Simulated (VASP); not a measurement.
# MoS2 in VASP: notebook, part 2 of 2

VASP 6.6.1.

### Step 4. Single point, LDA

Contents of INCAR:

```
ALGO = Normal
EDIFF = 1E-6
ENCUT = 500
GGA_COMPAT = F
ISIF = 2
ISMEAR = 0
LASPH = T
LCHARG = F
LREAL = F
LWAVE = F
NBANDS = 20
NELM = 120
PREC = Accurate
SIGMA = 0.1
```

Contents of KPOINTS:

```
k-points
0
Gamma
  8 8 2
```

Contents of POSCAR:

```
MoS2
1.0
    3.1841260800      0.0000000000      0.0000000000
   -1.5920630400      2.7575340800      0.0000000000
    0.0000000000      0.0000000000     17.3345999500
Mo S
1 2
Direct
    0.0000000000      0.0000000000      0.0000000000
    0.3333333333      0.6666666667      0.0894929800
    0.3333333333      0.6666666667      0.9105070200
```

Potentials or basis: VASP PAW LDA potentials, release 64 (Mo_sv, S).

Started as:

```bash
> cat potpaw_LDA.64/Mo_sv/POTCAR potpaw_LDA.64/S/POTCAR > POTCAR
> mpirun -np 1 vasp_std > vasp.out
```

OUTCAR:

```text
EDIFF = 1E-6
   ENCUT = 500
   ISIF = 2
   ISMEAR = 0
   LASPH = T
   LREAL = F
   NELM = 120
   PREC = Accurate

 ion  position               nearest neighbor table
   1  0.000  0.000  0.000-   2 2.41   3 2.41   2 2.41   3 2.41   2 2.41   3 2.41
   2  0.333  0.667  0.089-   1 2.41   1 2.41   1 2.41
   3  0.333  0.667  0.911-   1 2.41   1 2.41   1 2.41

  LATTYP: Found a hexagonal cell.
 ALAT       =     3.1841260800
 C/A-ratio  =     5.4440683297

  Lattice vectors:

 A1 = (   3.1841260800,   0.0000000000,   0.0000000000)
 A2 = (  -1.5920630400,   2.7575340800,   0.0000000000)
 A3 = (   0.0000000000,   0.0000000000,  17.3345999500)

Analysis of symmetry for initial positions (statically):
=====================================================================
 Subroutine PRICEL returns:
 Original cell was already a primitive cell.

 Routine SETGRP: Setting up the symmetry group for a
 hexagonal supercell.

 Subroutine GETGRP returns: Found 12 space group operations
 (whereof 12 operations were pure point group operations)
 out of a pool of 24 trial point group operations.

The static configuration has the point symmetry D_3h.

Analysis of symmetry for dynamics (positions and initial velocities):
=====================================================================
 Subroutine PRICEL returns:
 Original cell was already a primitive cell.

 Routine SETGRP: Setting up the symmetry group for a
 hexagonal supercell.

 Subroutine GETGRP returns: Found 12 space group operations
 (whereof 12 operations were pure point group operations)
 out of a pool of 24 trial point group operations.

The dynamic configuration has the point symmetry D_3h.

 Subroutine INISYM returns: Found 12 space group operations
 (whereof 12 operations are pure point group operations),
 and found     1 'primitive' translations

----------------------------------------------------------------------------------------

                                     Primitive cell

  volume of cell :     152.2036

  direct lattice vectors                    reciprocal lattice vectors
     3.184126080  0.000000000  0.000000000     0.314057916  0.181321422  0.000000000
    -1.592063040  2.757534080  0.000000000     0.000000000  0.362642844  0.000000000
     0.000000000  0.000000000 17.334599950     0.000000000  0.000000000  0.057688092

  length of vectors
     3.184126080  3.184126085 17.334599950     0.362642844  0.362642844  0.057688092

  position of ions in fractional coordinates (direct lattice)
     0.000000000  0.000000000  0.000000000
     0.333333333  0.666666667  0.089492980
     0.333333333  0.666666667  0.910507020

  ion indices of the primitive-cell ions
   primitive index   ion index
                 1           1
                 2           2
                 3           3

----------------------------------------------------------------------------------------

 KPOINTS: k-points

Automatic generation of k-mesh.
 Grid dimensions read from file:
 generate k-points for:    8    8    2

 Generating k-lattice:

  Cartesian coordinates                     Fractional coordinates (reciprocal lattice)
     0.039257239  0.022665178  0.000000000     0.125000000 -0.000000000  0.000000000
     0.000000000  0.045330355  0.000000000     0.000000000  0.125000000  0.000000000
     0.000000000  0.000000000  0.028844046     0.000000000  0.000000000  0.500000000

  Length of vectors
     0.045330356  0.045330355  0.028844046

  Shift w.r.t. Gamma in fractional coordinates (k-lattice)
     0.000000000  0.000000000  0.000000000

 Subroutine IBZKPT returns following result:
 ===========================================

 Found     20 irreducible k-points:

 Following reciprocal coordinates:
            Coordinates               Weight
  0.000000  0.000000  0.000000      1.000000
  0.125000  0.000000  0.000000      6.000000
  0.250000  0.000000  0.000000      6.000000
  0.375000 -0.000000  0.000000      6.000000
  0.500000  0.000000  0.000000      3.000000
  0.125000  0.125000  0.000000      6.000000
[... 12 lines left out ...]
  0.250000  0.250000  0.500000      6.000000
  0.375000  0.250000  0.500000      6.000000
   k-points           NKPTS =     20   k-points in BZ     NKDIM =     20   number of bands    NBANDS=     20
   number of dos      NEDOS =    301   number of ions     NIONS =      3
   total plane-waves  NPLWV =  72576
   dimension x,y,z NGX =    24 NGY =   24 NGZ =  126
   dimension x,y,z NGXF=    48 NGYF=   48 NGZF=  252
   ions per type =               1   2
   NGX,Y,Z   is equivalent  to a cutoff of  12.53, 12.53, 12.08 a.u.
   NGXF,Y,Z  is equivalent  to a cutoff of  25.06, 25.06, 24.17 a.u.
 SYSTEM =  unknown system
   PREC   = accura    normal or accurate (medium, high low for compatibility)
   ISTART =      0    job   : 0-new  1-cont  2-samecut
   ICHARG =      2    charge: 1-file 2-atom 10-const
   ISPIN  =      1    spin polarized calculation?
   LNONCOLLINEAR =      F non collinear calculations
   LSORBIT =      F    spin-orbit coupling
   LASPH  =      T    aspherical Exc in radial PAW
   ENCUT  =  500.0 eV  36.75 Ry    6.06 a.u.   5.81  5.81 31.60*2*pi/ulx,y,z
   NELM   =    120;   NELMIN=  2; NELMDL= -5     # of ELM steps
   EDIFF  = 0.1E-05   stopping-criterion for ELM
   LREAL  =      F    real-space projection
   EDIFFG = 0.1E-04   stopping-criterion for IOM
   NSW    =      0    number of steps for IOM
   IBRION =     -1    ionic relax: 0-MD 1-quasi-New 2-CG
   NFREE  =      0    steps in history (QN), initial steepest desc. (CG)
   ISIF   =      2    stress and relaxation
   ISYM   =      2    0-nonsym 1-usesym 2-fastsym
   POTIM  = 0.5000    time-step for ionic-motion
   TEBEG  =    0.0;   TEEND  =   0.0 temperature during run
   PSTRESS=    0.0 pullay stress
   NELECT =      26.0000    total number of electrons
   NUPDOWN=      -1.0000    fix difference up-down
   EMIN   =  10.00;   EMAX   =-10.00  energy-range for DOS
   EFERMI =   0.00;   METHOD = LEGACY
   ISMEAR =     0;   SIGMA  =   0.10  broadening in eV -4-tet -1-fermi 0-gaus
   EFERMI_NEDOS =   21; number of points for ismear=-14 and -15
   IALGO  =     38    algorithm
   IMIX   =      4    mixing-type and parameters
     AMIX     =   0.40;   BMIX     =  1.00
     AMIX_MAG =   1.60;   BMIX_MAG =  1.00
  volume/ion in A,a.u.               =      50.73       342.37
  Fermi-wavevector in a.u.,A,eV,Ry     =   0.908359  1.716550 11.226391  0.825116
  Thomas-Fermi vector in A             =   2.032276
   LORBIT       =      0    0 simple, 1 ext, 2 COOP (PROOUT), +10 PAW based schemes
   GGA     = CA    functional components
   LHFCALC =     F    Hartree Fock is set to
   AEXX    =    0.0000 exact exchange contribution
   IVDW    =     0    specifies the selected vdW correction
   LEPSILON=     F    determine dielectric tensor
   LRPA    =     F    only Hartree local field effects (RPA)
 non-spin polarized calculation
 Gauss-broadening in eV      SIGMA  =   0.10
  energy-cutoff  :      500.00
  volume of cell :      152.20
 maximum number of plane-waves:      3888
 NGX is ok and might be reduce to    24
   NGX = 11   NGY = 11   NGZ = 63

 number of electron      25.9999998 magnetization

 Free energy of the ion-electron system (eV)
  ---------------------------------------------------
  ext. energy  EPLUGINS =         0.00000000
  ---------------------------------------------------
  free energy    TOTEN  =       -24.32230749 eV

  energy without entropy =      -24.32230749  energy(sigma->0) =      -24.32230749

 E-fermi :  -1.0674     XC(G=0):  -4.4956

 val. band max:       -1.6151637632   @ k =   0.0000   0.0000   0.0000
 cond. band min:       0.1669880413   @ k =   0.3750   0.2500   0.5000
 fundamental gap:      1.7821518045
 Fermi energy:        -1.0673905318

 k-point     1 :       0.0000    0.0000    0.0000
  band No.  band energies     occupation
      1     -62.1441      2.00000
      2     -36.4886      2.00000
      3     -36.2712      2.00000
      4     -36.2712      2.00000
      5     -15.6727      2.00000
      6     -14.3165      2.00000
[... 12 lines left out ...]
     19       4.2589      0.00000
     20       4.5500      0.00000
[... 415 lines left out ...]
 k-point    20 :       0.3750    0.2500    0.5000
  band No.  band energies     occupation
      1     -62.1015      2.00000
      2     -36.5856      2.00000
      3     -36.4749      2.00000
      4     -36.4042      2.00000
      5     -13.5610      2.00000
      6     -13.4578      2.00000
[... 12 lines left out ...]
     19       6.5150      0.00000
     20       7.7002      0.00000

------------------------ aborting loop because EDIFF is reached ----------------------------------------

  FORCE on cell =-STRESS in cart. coord.  units (eV):
  Direction    XX          YY          ZZ          XY          YZ          ZX
  --------------------------------------------------------------------------------------
  -------------------------------------------------------------------------------------
  Total       -2.2461107     -2.2461107     -1.1971478      0.0000000      0.0000000     -0.0000000
  in kB      -23.6437723    -23.6437724    -12.6018237      0.0000000      0.0000000     -0.0000000
  external PRESSURE =     -19.9631228 kB  Pullay stress =       0.0000000 kB

 VOLUME and BASIS-vectors are now :
 -----------------------------------------------------------------------------
  energy-cutoff  :      500.00
  volume of cell :      152.20
      direct lattice vectors                 reciprocal lattice vectors
     3.184126080  0.000000000  0.000000000     0.314057916  0.181321422  0.000000000
    -1.592063040  2.757534080  0.000000000     0.000000000  0.362642844  0.000000000
     0.000000000  0.000000000 17.334599950     0.000000000  0.000000000  0.057688092

 POSITION                                       TOTAL-FORCE (eV/Angst)
 -----------------------------------------------------------------------------------
      0.00000      0.00000      0.00000        -0.000000      0.000000      0.000000
     -0.00000      1.83836      1.55133         0.000000      0.000000     -0.377133
     -0.00000      1.83836     15.78327         0.000000     -0.000000      0.377133
 -----------------------------------------------------------------------------------
    total drift:                                0.000000      0.000000     -0.000000

  FREE ENERGIE OF THE ION-ELECTRON SYSTEM (eV)
  ---------------------------------------------------
  free  energy   TOTEN  =       -24.3223074874 eV

  energy  without entropy=      -24.3223074874  energy(sigma->0) =      -24.32230749
```

OSZICAR:

```text
N       E                     dE             d eps       ncg     rms          rms(c)
DAV:   1     0.142902402316E+03    0.14290E+03   -0.12086E+04  1064   0.104E+03
DAV:   2    -0.156591798518E+02   -0.15856E+03   -0.15471E+03  1016   0.250E+02
DAV:   3    -0.256696958666E+02   -0.10011E+02   -0.99033E+01  1024   0.530E+01
[... 14 lines left out ...]
DAV:  18    -0.243222765866E+02   -0.22158E-04   -0.72149E-07   780   0.403E-03    0.117E-03
DAV:  19    -0.243222988305E+02   -0.22244E-04   -0.11893E-06   740   0.280E-03    0.107E-03
DAV:  20    -0.243223048473E+02   -0.60168E-05   -0.27418E-07   788   0.125E-03    0.356E-04
DAV:  21    -0.243223069716E+02   -0.21243E-05   -0.10096E-07   680   0.870E-04    0.706E-05
DAV:  22    -0.243223074874E+02   -0.51580E-06   -0.20068E-08   584   0.355E-04
   1 F= -.24322307E+02 E0= -.24322307E+02  d E =-.820112E-16
```

stdout:

```text
POSCAR found type information on POSCAR MoS
 POSCAR found :  2 types and       3 ions
 scaLAPACK will be used
 LDA part: xc-table for (Slater(with rela. corr.)+CA(PZ))
 , standard interpolation
 POSCAR, INCAR and KPOINTS ok, starting setup
 FFT: planning ... GRIDC
 FFT: planning ... GRID_SOFT
 FFT: planning ... GRID
 WAVECAR not read
 entering main loop
```

Run time: 70 s. Hardware: 1 thread of Intel Xeon 8259CL, shared host; peak memory 0.2 GiB.

Results:

```
Free energy            : -24.3223 eV
Largest force          : 0.377 eV/Å
Band gap on the k mesh : 1.78 eV (least direct gap 1.98 eV)
```

Forces in eV/Å, atoms in the order of the input:
```
Mo   0.000  0.000  0.000
S    0.000  0.000 -0.377
S    0.000  0.000  0.377
```

Levels at points of the mesh, in eV from the valence-band top:
| k point | band 9 | band 10 | band 11 | band 12 | band 13 | band 14 | band 15 | band 16 | band 17 | band 18 |
| --- | --- | --- | --- | --- | --- | --- | --- | --- | --- | --- |
| (0.00, 0.00, 0.00) | -2.70 | -1.76 | -1.57 | -1.57 | 0.00 | 2.74 | 2.74 | 3.03 | 3.03 | 5.49 |
| (0.50, 0.00, 0.00) | -4.09 | -3.23 | -1.84 | -1.01 | -0.65 | 2.19 | 2.72 | 3.83 | 4.33 | 6.05 |
| (0.00, 0.00, 0.50) | -2.70 | -1.76 | -1.57 | -1.57 | 0.00 | 2.74 | 2.74 | 3.03 | 3.03 | 5.56 |
| (0.50, 0.00, 0.50) | -4.09 | -3.23 | -1.84 | -1.01 | -0.65 | 2.19 | 2.72 | 3.83 | 4.33 | 6.05 |

Caveat: there is no dipole correction, which matters where the two faces differ.
